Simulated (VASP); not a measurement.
# PbO (P4/nmm) in VASP: a series of runs

PbO is run at these levels: PBE+D3(BJ); tasks: single point, relaxation of cell and atoms.

Program: VASP 6.6.1. These are calculated values, not measurements. Logs are shortened: lines on timing, memory, paths and dates and some standing lists are left out, and cuts for length are marked.

### Step 1. The cell of the first run

It takes space group P4/nmm (No. 129, tetragonal). Conventional cell: a = 3.956 Å, b = 3.956 Å, c = 3.113 Å, α = 90.00°, β = 90.00°, γ = 90.00°. Within 3.2 Å of Pb (site symmetry 4mm) lie 8 O at 2.25 to 2.84 Å and 6 Pb at 2.95 to 3.11 Å. O (site symmetry -4m2) has 8 Pb at 2.25 to 2.84 Å and 6 O at 2.80 to 3.11 Å within 3.2 Å.

### Step 2. Single point, PBE+D3(BJ)

INCAR reads:

```
SYSTEM = PbO
PREC = Accurate
ENCUT = 520
EDIFF = 1E-6
ISMEAR = 0
SIGMA = 0.1
LREAL = .False.
LASPH = .True.
NELM = 80
ALGO = Normal
ISIF = 2
LWAVE = .False.
LCHARG = .True.
GGA = PE
IVDW = 12
LELF = .True.
LVHAR = .True.
NBANDS = 28
```

KPOINTS reads:

```
Automatic mesh
0
Gamma
  12 12 12
  0 0 0
```

POSCAR reads:

```
PbO
1.0
    3.9557950846      0.0000000000      0.0000000000
    0.0000000000      3.9557950846      0.0000000000
    0.0000000000      0.0000000000      3.1127884242
Pb O
2 2
Direct
    0.0000000000      0.5000000000      0.3470097644
    0.5000000000      0.0000000000      0.6529902356
    0.0000000000      0.0000000000      0.0000000000
    0.5000000000      0.5000000000      0.0000000000
```

Potentials or basis: VASP PAW PBE potentials, release 64 (Pb_d, O).

On the command line:

```bash
cat potpaw_PBE.64/Pb_d/POTCAR potpaw_PBE.64/O/POTCAR > POTCAR
mpirun -np 1 vasp_std > vasp.out
```

OUTCAR:

```text
SYSTEM = PbO
   PREC = Accurate
   ENCUT = 520
   EDIFF = 1E-6
   ISMEAR = 0
   LREAL = .False.
   LASPH = .True.
   NELM = 80
   ISIF = 2
   GGA = PE
   IVDW = 12
 IVDW          = 12

 ion  position               nearest neighbor table
   1  0.000  0.500  0.347-   3 2.25   4 2.25   3 2.25   4 2.25   3 2.84   3 2.84   4 2.84   4 2.84
                             2 2.95   2 2.95   2 2.95   2 2.95   2 3.53   2 3.53   2 3.53   2 3.53
   2  0.500  0.000  0.653-   3 2.25   4 2.25   4 2.25   3 2.25   3 2.84   4 2.84   4 2.84   3 2.84
                             1 2.95   1 2.95   1 2.95   1 2.95   1 3.53   1 3.53   1 3.53   1 3.53
   3  0.000  0.000  0.000-   1 2.25   2 2.25   1 2.25   2 2.25   2 2.84   1 2.84   2 2.84   1 2.84

   4  0.500  0.500  0.000-   1 2.25   2 2.25   2 2.25   1 2.25   2 2.84   2 2.84   1 2.84   1 2.84

  LATTYP: Found a simple tetragonal cell.
 ALAT       =     3.9557950846
 C/A-ratio  =     0.7868932434

  Lattice vectors:

 A1 = (   3.9557950846,   0.0000000000,   0.0000000000)
 A2 = (   0.0000000000,   3.9557950846,   0.0000000000)
 A3 = (   0.0000000000,   0.0000000000,   3.1127884242)

Analysis of symmetry for initial positions (statically):
=====================================================================
 Subroutine PRICEL returns:
 Original cell was already a primitive cell.

 Routine SETGRP: Setting up the symmetry group for a
 simple tetragonal supercell.

 Subroutine GETGRP returns: Found 16 space group operations
 (whereof  8 operations were pure point group operations)
 out of a pool of 16 trial point group operations.

The static configuration has the point symmetry D_2d.
 The point group associated with its full space group is D_4h.

Analysis of symmetry for dynamics (positions and initial velocities):
=====================================================================
 Subroutine PRICEL returns:
 Original cell was already a primitive cell.

 Routine SETGRP: Setting up the symmetry group for a
 simple tetragonal supercell.

 Subroutine GETGRP returns: Found 16 space group operations
 (whereof  8 operations were pure point group operations)
 out of a pool of 16 trial point group operations.

The dynamic configuration has the point symmetry D_2d.
 The point group associated with its full space group is D_4h.

 Subroutine INISYM returns: Found 16 space group operations
 (whereof  8 operations are pure point group operations),
 and found     1 'primitive' translations

----------------------------------------------------------------------------------------

                                     Primitive cell

  volume of cell :      48.7099

  direct lattice vectors                    reciprocal lattice vectors
     3.955795085  0.000000000  0.000000000     0.252793681  0.000000000  0.000000000
     0.000000000  3.955795085  0.000000000     0.000000000  0.252793681  0.000000000
     0.000000000  0.000000000  3.112788424     0.000000000  0.000000000  0.321255371

  length of vectors
     3.955795085  3.955795085  3.112788424     0.252793681  0.252793681  0.321255371

  position of ions in fractional coordinates (direct lattice)
     0.000000000  0.500000000  0.347009764
     0.500000000  0.000000000  0.652990236
     0.000000000  0.000000000  0.000000000
     0.500000000  0.500000000  0.000000000

  ion indices of the primitive-cell ions
   primitive index   ion index
                 1           1
                 2           2
                 3           3
                 4           4

----------------------------------------------------------------------------------------

 KPOINTS: Automatic mesh

Automatic generation of k-mesh.
 Grid dimensions read from file:
 generate k-points for:   12   12   12

 Generating k-lattice:

  Cartesian coordinates                     Fractional coordinates (reciprocal lattice)
     0.021066140  0.000000000  0.000000000     0.083333333  0.000000000  0.000000000
     0.000000000  0.021066140  0.000000000     0.000000000  0.083333333  0.000000000
     0.000000000  0.000000000  0.026771281     0.000000000  0.000000000  0.083333333

  Length of vectors
     0.021066140  0.021066140  0.026771281

  Shift w.r.t. Gamma in fractional coordinates (k-lattice)
     0.000000000  0.000000000  0.000000000

 Subroutine IBZKPT returns following result:
 ===========================================

 Found    196 irreducible k-points:

 Following reciprocal coordinates:
            Coordinates               Weight
  0.000000  0.000000  0.000000      1.000000
  0.083333  0.000000  0.000000      4.000000
  0.166667  0.000000  0.000000      4.000000
  0.250000  0.000000  0.000000      4.000000
  0.333333  0.000000  0.000000      4.000000
  0.416667  0.000000  0.000000      4.000000
[... 16 lines left out ...]
  0.333333  0.333333  0.000000      4.000000
  0.416667  0.333333  0.000000      8.000000
 [... further k-points ...]
   k-points           NKPTS =    196   k-points in BZ     NKDIM =    196   number of bands    NBANDS=     28
   number of dos      NEDOS =    301   number of ions     NIONS =      4
   total plane-waves  NPLWV =  21600
   dimension x,y,z NGX =    30 NGY =   30 NGZ =   24
   dimension x,y,z NGXF=    60 NGYF=   60 NGZF=   48
   ions per type =               2   2
   NGX,Y,Z   is equivalent  to a cutoff of  12.61, 12.61, 12.82 a.u.
   NGXF,Y,Z  is equivalent  to a cutoff of  25.22, 25.22, 25.64 a.u.
 SYSTEM =  PbO
   PREC   = accura    normal or accurate (medium, high low for compatibility)
   ISTART =      0    job   : 0-new  1-cont  2-samecut
   ICHARG =      2    charge: 1-file 2-atom 10-const
   ISPIN  =      1    spin polarized calculation?
   LNONCOLLINEAR =      F non collinear calculations
   LSORBIT =      F    spin-orbit coupling
   LASPH  =      T    aspherical Exc in radial PAW
   ENCUT  =  520.0 eV  38.22 Ry    6.18 a.u.   7.36  7.36  5.79*2*pi/ulx,y,z
   NELM   =     80;   NELMIN=  2; NELMDL= -5     # of ELM steps
   EDIFF  = 0.1E-05   stopping-criterion for ELM
   LREAL  =      F    real-space projection
   EDIFFG = 0.1E-04   stopping-criterion for IOM
   NSW    =      0    number of steps for IOM
   IBRION =     -1    ionic relax: 0-MD 1-quasi-New 2-CG
   NFREE  =      0    steps in history (QN), initial steepest desc. (CG)
   ISIF   =      2    stress and relaxation
   ISYM   =      2    0-nonsym 1-usesym 2-fastsym
   POTIM  = 0.5000    time-step for ionic-motion
   TEBEG  =    0.0;   TEEND  =   0.0 temperature during run
   PSTRESS=    0.0 pullay stress
   NELECT =      40.0000    total number of electrons
   NUPDOWN=      -1.0000    fix difference up-down
   EMIN   =  10.00;   EMAX   =-10.00  energy-range for DOS
   EFERMI =   0.00;   METHOD = LEGACY
   ISMEAR =     0;   SIGMA  =   0.10  broadening in eV -4-tet -1-fermi 0-gaus
   EFERMI_NEDOS =   21; number of points for ismear=-14 and -15
   IALGO  =     38    algorithm
   IMIX   =      4    mixing-type and parameters
     AMIX     =   0.40;   BMIX     =  1.00
     AMIX_MAG =   1.60;   BMIX_MAG =  1.00
  volume/ion in A,a.u.               =      12.18        82.18
  Fermi-wavevector in a.u.,A,eV,Ry     =   1.533048  2.897041 31.976907  2.350236
  Thomas-Fermi vector in A             =   2.640169
   LORBIT       =      0    0 simple, 1 ext, 2 COOP (PROOUT), +10 PAW based schemes
   GGA     = PE    functional components
   LHFCALC =     F    Hartree Fock is set to
   AEXX    =    0.0000 exact exchange contribution
   IVDW    =    12    specifies the selected vdW correction
   LEPSILON=     F    determine dielectric tensor
   LRPA    =     F    only Hartree local field effects (RPA)
 non-spin polarized calculation
 Gauss-broadening in eV      SIGMA  =   0.10
  energy-cutoff  :      520.00
  volume of cell :       48.71
 maximum number of plane-waves:      1348
 NGX is ok and might be reduce to    30
   NGX = 15   NGY = 15   NGZ = 11

 number of electron      40.0000000 magnetization

 Free energy of the ion-electron system (eV)
  ---------------------------------------------------
  ext. energy  EPLUGINS =         0.00000000
  ---------------------------------------------------
  free energy    TOTEN  =       -17.50841552 eV

  energy without entropy =      -17.50787207  energy(sigma->0) =      -17.50814379

 E-fermi :  12.0635     XC(G=0): -12.8436

 val. band max:       12.0302341356   @ k =   0.0000   0.0000   0.5000
 cond. band min:      12.0747224160   @ k =   0.0833   0.0833   0.5000
 fundamental gap:      0.0444882804
 Fermi energy:        12.0635086286

 k-point     1 :       0.0000    0.0000    0.0000
  band No.  band energies     occupation
      1      -8.8987      2.00000
      2      -8.0378      2.00000
      3      -5.6150      2.00000
      4      -5.4996      2.00000
      5      -5.3315      2.00000
      6      -4.9841      2.00000
[... 20 lines left out ...]
     27      23.6809      0.00000
     28      23.6809      0.00000

 k-point     2 :       0.0833    0.0000    0.0000
  band No.  band energies     occupation
      1      -8.8592      2.00000
      2      -8.0236      2.00000
      3      -5.6029      2.00000
      4      -5.5044      2.00000
      5      -5.3399      2.00000
      6      -4.9852      2.00000
[... 20 lines left out ...]
     27      23.4711      0.00000
     28      24.5660      0.00000

 k-point     3 :       0.1667    0.0000    0.0000
  band No.  band energies     occupation
      1      -8.7458      2.00000
      2      -7.9864      2.00000
      3      -5.5666      2.00000
      4      -5.5167      2.00000
      5      -5.3625      2.00000
      6      -4.9903      2.00000
[... 20 lines left out ...]
     27      22.8164      0.00000
     28      24.8578      0.00000

 k-point     4 :       0.2500    0.0000    0.0000
  band No.  band energies     occupation
      1      -8.5738      2.00000
      2      -7.9412      2.00000
      3      -5.5300      2.00000
      4      -5.5064      2.00000
      5      -5.3938      2.00000
      6      -5.0055      2.00000
[... 20 lines left out ...]
     27      22.9299      0.00000
     28      24.7751      0.00000

 k-point     5 :       0.3333    0.0000    0.0000
  band No.  band energies     occupation
      1      -8.3699      2.00000
      2      -7.9128      2.00000
      3      -5.5358      2.00000
      4      -5.4293      2.00000
      5      -5.4239      2.00000
      6      -5.0428      2.00000
[... 20 lines left out ...]
     27      23.3762      0.00000
     28      24.7477      0.00000

 k-point     6 :       0.4167    0.0000    0.0000
  band No.  band energies     occupation
      1      -8.1712      2.00000
      2      -7.9303      2.00000
      3      -5.5271      2.00000
      4      -5.4668      2.00000
      5      -5.3234      2.00000
      6      -5.1141      2.00000
[... 463 lines left out ...]
      5      -5.2933      2.00000
      6      -5.1491      2.00000
[... 20 lines left out ...]
     27      23.3562      0.00000
     28      23.9133      0.00000

 k-point    22 :       0.5000    0.2500    0.0000
  band No.  band energies     occupation
      1      -7.8138      2.00000
      2      -7.8138      2.00000
      3      -5.4298      2.00000
      4      -5.4298      2.00000
      5      -5.2245      2.00000
      6      -5.2245      2.00000
[... 20 lines left out ...]
     27      23.6553      0.00000
     28      23.6553      0.00000

 k-point    23 :       0.3333    0.3333    0.0000
  band No.  band energies     occupation
      1      -7.9458      2.00000
      2      -7.7018      2.00000
      3      -5.4449      2.00000
      4      -5.3795      2.00000
      5      -5.3184      2.00000
      6      -5.0965      2.00000
[... 20 lines left out ...]
     27      23.0806      0.00000
     28      23.5385      0.00000

 k-point    24 :       0.4167    0.3333    0.0000
  band No.  band energies     occupation
      1      -7.8007      2.00000
      2      -7.6718      2.00000
      3      -5.4172      2.00000
      4      -5.3795      2.00000
      5      -5.2858      2.00000
      6      -5.1758      2.00000
[... 20 lines left out ...]
     27      23.1363      0.00000
     28      23.4641      0.00000

 [... further k-points ...]

------------------------ aborting loop because EDIFF is reached ----------------------------------------

 Edisp (eV)   -1.57209

 E8    (eV) :    -0.7197

  FORCE on cell =-STRESS in cart. coord.  units (eV):
  Direction    XX          YY          ZZ          XY          YZ          ZX
  --------------------------------------------------------------------------------------
  -------------------------------------------------------------------------------------
  Total      18.33276    18.33276    18.28434     0.00000     0.00000     0.00000
  in kB     603.00551   603.00551   601.41299     0.00000     0.00000     0.00000
  external pressure =      602.47 kB  Pullay stress =        0.00 kB

 VOLUME and BASIS-vectors are now :
 -----------------------------------------------------------------------------
  energy-cutoff  :      520.00
  volume of cell :       48.71
      direct lattice vectors                 reciprocal lattice vectors
     3.955795085  0.000000000  0.000000000     0.252793681  0.000000000  0.000000000
     0.000000000  3.955795085  0.000000000     0.000000000  0.252793681  0.000000000
     0.000000000  0.000000000  3.112788424     0.000000000  0.000000000  0.321255371

 POSITION                                       TOTAL-FORCE (eV/Angst)
 -----------------------------------------------------------------------------------
      0.00000      1.97790      1.08017         0.000000     -0.000000      0.041265
      1.97790      0.00000      2.03262        -0.000000      0.000000     -0.041265
      0.00000      0.00000      0.00000         0.000000     -0.000000     -0.000000
      1.97790      1.97790      0.00000         0.000000      0.000000     -0.000000
 -----------------------------------------------------------------------------------
    total drift:                                0.000000      0.000000      0.000000

  FREE ENERGIE OF THE ION-ELECTRON SYSTEM (eV)
  ---------------------------------------------------
  free  energy   TOTEN  =       -19.0805074094 eV

  energy  without entropy=      -19.0799639604  energy(sigma->0) =      -19.08023568
```

It took 5.6 min on 1 thread of AMD EPYC 7R13, shared host; peak memory 0.34 GiB.

Results:

```yaml
Free_energy: -19.0805 eV
Pressure: 60.2 GPa
Largest_force: 0.041 eV/Å
Band_gap_on_the_k_mesh: zero (bands 20 and 21 overlap by 0.17 eV)
Dispersion_energy_per_atom: -0.393 eV
```

Forces in eV/Å, atoms in the order of the input:
```
Pb   0.000  0.000  0.041
Pb   0.000  0.000 -0.041
O    0.000  0.000  0.000
O    0.000  0.000  0.000
```

Caveat: the cell stands under pressure; semilocal functionals underestimate gaps, and a narrow one can read as zero; spin-orbit coupling is left out, which moves the levels of the heavy elements.

(Continued in part 2 of 2.)

The gap in the log of VASP goes by the Fermi energy; the results here count the filled bands.